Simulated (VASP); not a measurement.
Write the native input for VASP 6.6.1 that does the following.

* Task: single point
* Functional: LDA
* Potentials or basis: VASP PAW LDA potentials, release 64 (Au)
* Cutoff: 520 eV
* k mesh: 14 × 14 × 8
* Occupations: fermi-dirac, width 0.03 eV
* Spin: no spin polarisation
* Dipole correction: no
* Further INCAR settings: ALGO = Normal; EDIFF = 1e-06; NBANDS = 18

The structure of Au lies in POSCAR:

```
Au
1.0
    2.9289983945      0.0000000000      0.0000000000
   -1.4644991973      2.5365870173      0.0000000000
    0.0000000000      0.0000000000      4.8800000000
Au
2
Direct
    0.3333333333      0.6666666667      0.7500000000
    0.6666666667      0.3333333333      0.2500000000
```

This cell differs from its parent crystal: equal xx and yy strain of +1 %.

The input as run:

INCAR

```
SYSTEM = Au
PREC     = Accurate       ! precision mode
ENCUT    = 520            ! plane-wave cutoff, eV
EDIFF    = 1E-6           ! SCF threshold, eV
ISMEAR   = -1             ! smearing method
SIGMA    = 0.03           ! smearing width, eV
LREAL    = .False.        ! projectors in reciprocal space
LASPH    = .True.         ! aspherical terms in the spheres
NELM     = 60             ! most SCF steps
ALGO     = Normal         ! electronic algorithm
ISIF     = 2              ! what is computed and relaxed
LWAVE    = .False.        ! write WAVECAR
LCHARG   = .False.        ! write CHGCAR
NBANDS   = 18             ! bands
```

KPOINTS

```
regular mesh
0
Gamma
  14 14 8
  0 0 0
```

Potentials or basis: VASP PAW LDA potentials, release 64 (Au).

Command:

```sh
$ cat potpaw_LDA.64/Au/POTCAR > POTCAR
$ mpirun -np 1 vasp_std > vasp.out
```

Results of the run:

| Quantity | Value |
| --- | --- |
| Pressure | -12.7 GPa |
| Band gap on the k mesh | zero (band 11 reaches 11.89 eV, above the bottom of band 12 at 5.72 eV) |

Caveat: the cell differs from its parent crystal (equal xx and yy strain of +1 %); spin-orbit coupling is left out, which moves the levels of the heavy elements.

Run time: 64 s on 1 thread of Intel Xeon 8259CL, with other jobs on the host, peak memory 0.19 GiB.
